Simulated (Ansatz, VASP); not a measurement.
# Hg: VASP beside Ansatz

File INCAR:

```
SYSTEM = Hg
ALGO = Normal ; EDIFF = 1E-6
ENCUT = 520 ; GGA = PE
ISIF = 2 ; ISMEAR = 0
LASPH = .True. ; LCHARG = .False.
LREAL = .False. ; LWAVE = .False.
NBANDS = 19 ; NELM = 100
PREC = Accurate ; SIGMA = 0.1
```

File KPOINTS:

```
k-points
0
Gamma
  18 18 8
  0 0 0
```

The input POSCAR:

```
Hg
1.0
    3.0213452723      0.0000000000      0.0000000000
   -1.5106726361      2.6165617594      0.0000000000
    0.0000000000      0.0000000000      5.3775404037
Hg
2
Direct
    0.3333333333      0.6666666667      0.2500000000
    0.6666666667      0.3333333333      0.7500000000
```

Input for Ansatz:

```yaml
crystal:
  lattice:
    - [3.0213452723, 0.0, 0.0]
    - [-1.5106726361, 2.6165617594, 0.0]
    - [0.0, 0.0, 5.3775404037]
  atoms:
    - { symbol: Hg, position: [0.3333333333, 0.6666666667, 0.25] }
    - { symbol: Hg, position: [0.6666666667, 0.3333333333, 0.75] }
basis:
  ecutwfc: 420
kpoints:
  mp_grid: { grid: [18, 18, 8] }
hamiltonian:
  xc: pbe
scf:
  occupations: { method: gaussian, width: 0.1 }
output:
  forces: true
  stress: true
  eigenvalues: true
```

Alike in both runs: task single point; functional PBE; k mesh 18 × 18 × 8; occupations gaussian, width 0.1 eV; no spin polarisation.

|  | VASP | Ansatz |
| --- | --- | --- |
| version | VASP 6.6.1 | Ansatz 0.2.0 |
| potentials or method | VASP PAW PBE potentials, release 64 (Hg), cutoff 520 eV | scalar-relativistic, plane waves, PAW |
| valence electrons in the cell | 24 | 40 |

|  | VASP | Ansatz | Ansatz less VASP |
| --- | --- | --- | --- |
| gap on the k mesh at the Fermi level (eV) | none | none | - |
| pressure (GPa) | 11.5 | 10.9 | -0.59 |
| traceless stress, the component that is largest in VASP (GPa) | -1.12 | -0.96 | +0.165 |

A gap of «none» marks a metal or a gap that the smearing closes. The functional is the same, so the differences come from potentials, cutoffs and numerics. VASP's potentials hold 24 valence electrons a cell and Ansatz's 40, so a difference there can come from the potentials and not from the codes.

Neither program's run includes spin-orbit coupling.
